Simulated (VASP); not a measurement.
# S (I4/mmm) in VASP: single point with LDA

Aim: the single point of S with LDA.

Program: VASP 6.6.1. These are calculated values, not measurements. Logs are shortened: lines on timing, memory, paths and dates and some standing lists are left out, and cuts for length are marked.

### Step 1. The cell of the first run

Symmetry: I4/mmm, No. 139, tetragonal system. The conventional cell has a = 2.863 Å, b = 2.863 Å, c = 3.869 Å, α = 90.00°, β = 90.00°, γ = 90.00°. S (site symmetry 4/mmm) has 12 S at 2.80 to 2.86 Å within 3.7 Å.

### Step 2. Single point, LDA (strain +0.015 along x and y, -0.030 along z)

Contents of INCAR:

```
SYSTEM = S
ALGO = Normal
EDIFF = 1E-6
ENCUT = 520
GGA = CA
ISIF = 2
ISMEAR = 0
LASPH = .True.
LCHARG = .False.
LREAL = .False.
LWAVE = .False.
NBANDS = 9
NELM = 100
PREC = Accurate
SIGMA = 0.15
```

Contents of KPOINTS:

```
k-points
0
Gamma
  20 20 20
  0 0 0
```

Contents of POSCAR:

```
S
1.0
    0.0000000000      2.0242655992      1.9345198337
    2.0242655992      0.0000000000      1.9345198337
    2.0242655992      2.0242655992      0.0000000000
S
1
Direct
    0.0000000000      0.0000000000      0.0000000000
```

Potentials or basis: VASP PAW LDA potentials, release 64 (S).

The run is started by

```console
> cat potpaw_LDA.64/S/POTCAR > POTCAR
> mpirun -np 1 vasp_std > vasp.out
```

OUTCAR:

```text
SYSTEM = S
   EDIFF = 1E-6
   ENCUT = 520
   GGA = CA
   ISIF = 2
   ISMEAR = 0
   LASPH = .True.
   LREAL = .False.
   NELM = 100
   PREC = Accurate

 ion  position               nearest neighbor table
   1  0.000  0.000  0.000-

  LATTYP: Found a body centered tetragonal cell.
 ALAT       =     2.8627438642
 C/A-ratio  =     1.3515144389

  Lattice vectors:

 A1 = (   0.0000000000,  -2.0242655992,  -1.9345198337)
 A2 = (   0.0000000000,   2.0242655992,  -1.9345198337)
 A3 = (   2.0242655992,   0.0000000000,   1.9345198337)

Analysis of symmetry for initial positions (statically):
=====================================================================
 Subroutine PRICEL returns:
 Original cell was already a primitive cell.

 Routine SETGRP: Setting up the symmetry group for a
 body centered tetragonal supercell.

 Subroutine GETGRP returns: Found 16 space group operations
 (whereof 16 operations were pure point group operations)
 out of a pool of 16 trial point group operations.

The static configuration has the point symmetry D_4h.

Analysis of symmetry for dynamics (positions and initial velocities):
=====================================================================
 Subroutine PRICEL returns:
 Original cell was already a primitive cell.

 Routine SETGRP: Setting up the symmetry group for a
 body centered tetragonal supercell.

 Subroutine GETGRP returns: Found 16 space group operations
 (whereof 16 operations were pure point group operations)
 out of a pool of 16 trial point group operations.

The dynamic configuration has the point symmetry D_4h.

 Subroutine INISYM returns: Found 16 space group operations
 (whereof 16 operations are pure point group operations),
 and found     1 'primitive' translations

----------------------------------------------------------------------------------------

                                     Primitive cell

  volume of cell :      15.8540

  direct lattice vectors                    reciprocal lattice vectors
     0.000000000  2.024265599  1.934519834    -0.247003160  0.247003160  0.258462070
     2.024265599  0.000000000  1.934519834     0.247003160 -0.247003160  0.258462070
     2.024265599  2.024265599  0.000000000     0.247003160  0.247003160 -0.258462070

  length of vectors
     2.800003251  2.800003251  2.862743864     0.434538564  0.434538564  0.434538564

  position of ions in fractional coordinates (direct lattice)
     0.000000000  0.000000000  0.000000000

  ion indices of the primitive-cell ions
   primitive index   ion index
                 1           1

----------------------------------------------------------------------------------------

 KPOINTS: k-points

Automatic generation of k-mesh.
 Grid dimensions read from file:
 generate k-points for:   20   20   20

 Generating k-lattice:

  Cartesian coordinates                     Fractional coordinates (reciprocal lattice)
    -0.012350158  0.012350158  0.012923103     0.050000000 -0.000000000  0.000000000
     0.012350158 -0.012350158  0.012923103    -0.000000000  0.050000000  0.000000000
     0.012350158  0.012350158 -0.012923103     0.000000000  0.000000000  0.050000000

  Length of vectors
     0.021726928  0.021726928  0.021726928

  Shift w.r.t. Gamma in fractional coordinates (k-lattice)
     0.000000000  0.000000000  0.000000000

 Subroutine IBZKPT returns following result:
 ===========================================

 Found    641 irreducible k-points:

 Following reciprocal coordinates:
            Coordinates               Weight
  0.000000  0.000000  0.000000      1.000000
  0.050000 -0.000000  0.000000      8.000000
  0.100000 -0.000000  0.000000      8.000000
  0.150000 -0.000000  0.000000      8.000000
  0.200000 -0.000000  0.000000      8.000000
  0.250000  0.000000  0.000000      8.000000
[... 16 lines left out ...]
 -0.400000  0.050000  0.000000      8.000000
 -0.350000  0.050000  0.000000      8.000000
 [... further k-points ...]
   k-points           NKPTS =    641   k-points in BZ     NKDIM =    641   number of bands    NBANDS=      9
   number of dos      NEDOS =    301   number of ions     NIONS =      1
   total plane-waves  NPLWV =  13824
   dimension x,y,z NGX =    24 NGY =   24 NGZ =   24
   dimension x,y,z NGXF=    48 NGYF=   48 NGZF=   48
   ions per type =               1
   NGX,Y,Z   is equivalent  to a cutoff of  14.25, 14.25, 13.94 a.u.
   NGXF,Y,Z  is equivalent  to a cutoff of  28.50, 28.50, 27.87 a.u.
 SYSTEM =  S
   PREC   = accura    normal or accurate (medium, high low for compatibility)
   ISTART =      0    job   : 0-new  1-cont  2-samecut
   ICHARG =      2    charge: 1-file 2-atom 10-const
   ISPIN  =      1    spin polarized calculation?
   LNONCOLLINEAR =      F non collinear calculations
   LSORBIT =      F    spin-orbit coupling
   LASPH  =      T    aspherical Exc in radial PAW
   ENCUT  =  520.0 eV  38.22 Ry    6.18 a.u.   5.21  5.21  5.32*2*pi/ulx,y,z
   NELM   =    100;   NELMIN=  2; NELMDL= -5     # of ELM steps
   EDIFF  = 0.1E-05   stopping-criterion for ELM
   LREAL  =      F    real-space projection
   EDIFFG = 0.1E-04   stopping-criterion for IOM
   NSW    =      0    number of steps for IOM
   IBRION =     -1    ionic relax: 0-MD 1-quasi-New 2-CG
   NFREE  =      0    steps in history (QN), initial steepest desc. (CG)
   ISIF   =      2    stress and relaxation
   ISYM   =      2    0-nonsym 1-usesym 2-fastsym
   POTIM  = 0.5000    time-step for ionic-motion
   TEBEG  =    0.0;   TEEND  =   0.0 temperature during run
   PSTRESS=    0.0 pullay stress
   NELECT =       6.0000    total number of electrons
   NUPDOWN=      -1.0000    fix difference up-down
   EMIN   =  10.00;   EMAX   =-10.00  energy-range for DOS
   EFERMI =   0.00;   METHOD = LEGACY
   ISMEAR =     0;   SIGMA  =   0.15  broadening in eV -4-tet -1-fermi 0-gaus
   EFERMI_NEDOS =   21; number of points for ismear=-14 and -15
   IALGO  =     38    algorithm
   IMIX   =      4    mixing-type and parameters
     AMIX     =   0.40;   BMIX     =  1.00
     AMIX_MAG =   1.60;   BMIX_MAG =  1.00
  volume/ion in A,a.u.               =      15.85       106.99
  Fermi-wavevector in a.u.,A,eV,Ry     =   1.184166  2.237749 19.078752  1.402249
  Thomas-Fermi vector in A             =   2.320386
   LORBIT       =      0    0 simple, 1 ext, 2 COOP (PROOUT), +10 PAW based schemes
   GGA     = CA    functional components
   LHFCALC =     F    Hartree Fock is set to
   AEXX    =    0.0000 exact exchange contribution
   IVDW    =     0    specifies the selected vdW correction
   LEPSILON=     F    determine dielectric tensor
   LRPA    =     F    only Hartree local field effects (RPA)
 non-spin polarized calculation
 Gauss-broadening in eV      SIGMA  =   0.15
  energy-cutoff  :      520.00
  volume of cell :       15.85
 maximum number of plane-waves:       443
 NGX is ok and might be reduce to    24
   NGX = 11   NGY = 11   NGZ = 11

 number of electron       5.9999999 magnetization

 Free energy of the ion-electron system (eV)
  ---------------------------------------------------
  ext. energy  EPLUGINS =         0.00000000
  ---------------------------------------------------
  free energy    TOTEN  =        -3.67636407 eV

  energy without entropy =       -3.66753189  energy(sigma->0) =       -3.67194798

 E-fermi :   7.3319     XC(G=0): -11.3477

 val. band max:        7.3278811269   @ k =  -0.2500   0.3500   0.3000
 cond. band min:       7.3322932473   @ k =   0.4500   0.1000   0.3000
 fundamental gap:      0.0044121203
 Fermi energy:         7.3318990410

 k-point     1 :       0.0000    0.0000    0.0000
  band No.  band energies     occupation
      1      -9.3265      2.00000
      2      10.4995      0.00000
      3      10.4995      0.00000
      4      10.5121      0.00000
      5      19.2670      0.00000
      6      19.2670      0.00000
      7      19.8499      0.00000
      8      21.5136      0.00000
      9      24.0961      0.00000

 k-point     2 :       0.0500   -0.0000    0.0000
  band No.  band energies     occupation
      1      -9.2672      2.00000
      2      10.1634      0.00000
      3      10.4439      0.00000
      4      10.4727      0.00000
      5      19.2296      0.00000
      6      19.3731      0.00000
      7      19.8637      0.00000
      8      21.7114      0.00000
      9      23.9247      0.00000

 k-point     3 :       0.1000   -0.0000    0.0000
  band No.  band energies     occupation
      1      -9.0899      2.00000
      2       9.2518      0.00000
      3      10.2904      0.00000
      4      10.3754      0.00000
      5      18.9615      0.00000
      6      19.6407      0.00000
      7      20.0532      0.00000
      8      22.3028      0.00000
      9      23.5497      0.00000

 k-point     4 :       0.1500   -0.0000    0.0000
  band No.  band energies     occupation
      1      -8.7972      2.00000
      2       7.9862      0.00000
      3      10.0709      0.00000
      4      10.2350      0.00000
      5      18.5122      0.00000
      6      19.8978      0.00000
      7      20.3824      0.00000
      8      23.1631      0.00000
      9      23.2931      0.00000
[... 205 lines left out ...]
 k-point    22 :      -0.4500    0.0500    0.0000
  band No.  band energies     occupation
      1      -5.2721      2.00000
      2       0.1225      2.00000
      3       8.8946      0.00000
      4       9.1481      0.00000
      5      16.8294      0.00000
      6      18.3707      0.00000
      7      18.9561      0.00000
      8      24.9947      0.00000
      9      28.2493      0.00000

 k-point    23 :      -0.4000    0.0500    0.0000
  band No.  band energies     occupation
      1      -5.7466      2.00000
      2       0.8473      2.00000
      3       9.0327      0.00000
      4       9.1198      0.00000
      5      16.9556      0.00000
      6      18.4608      0.00000
      7      19.0853      0.00000
      8      25.1582      0.00000
      9      27.6134      0.00000

 k-point    24 :      -0.3500    0.0500    0.0000
  band No.  band energies     occupation
      1      -6.3886      2.00000
      2       1.9406      2.00000
      3       9.1370      0.00000
      4       9.2191      0.00000
      5      17.1540      0.00000
      6      18.6804      0.00000
      7      19.3450      0.00000
      8      25.2218      0.00000
      9      26.2310      0.00000

 [... further k-points ...]

------------------------ aborting loop because EDIFF is reached ----------------------------------------

  FORCE on cell =-STRESS in cart. coord.  units (eV):
  Direction    XX          YY          ZZ          XY          YZ          ZX
  --------------------------------------------------------------------------------------
  -------------------------------------------------------------------------------------
  Total       -0.5249714     -0.5249714     -0.8855046      0.0000000      0.0000000     -0.0000000
  in kB      -53.0527649    -53.0527649    -89.4876765      0.0000000      0.0000000     -0.0000000
  external PRESSURE =     -65.1977355 kB  Pullay stress =       0.0000000 kB

 VOLUME and BASIS-vectors are now :
 -----------------------------------------------------------------------------
  energy-cutoff  :      520.00
  volume of cell :       15.85
      direct lattice vectors                 reciprocal lattice vectors
     0.000000000  2.024265599  1.934519834    -0.247003160  0.247003160  0.258462070
     2.024265599  0.000000000  1.934519834     0.247003160 -0.247003160  0.258462070
     2.024265599  2.024265599  0.000000000     0.247003160  0.247003160 -0.258462070

 POSITION                                       TOTAL-FORCE (eV/Angst)
 -----------------------------------------------------------------------------------
      0.00000      0.00000      0.00000         0.000000      0.000000     -0.000000
 -----------------------------------------------------------------------------------
    total drift:                                0.000000     -0.000000      0.000000

  FREE ENERGIE OF THE ION-ELECTRON SYSTEM (eV)
  ---------------------------------------------------
  free  energy   TOTEN  =        -3.6763640669 eV

  energy  without entropy=       -3.6675318897  energy(sigma->0) =       -3.67194798
```

It took 71 s on 1 thread of Intel Xeon 8259CL, shared host; peak memory 0.18 GiB.

What came out:

```yaml
Free_energy: -3.6764 eV
Pressure: -6.5 GPa
Band_gap_on_the_k_mesh: zero (band 3 reaches 10.50 eV, above the bottom of band 4 at 4.56 eV)
```

Caveat: the cell differs from its parent crystal (strain +0.015 along x and y, -0.030 along z).
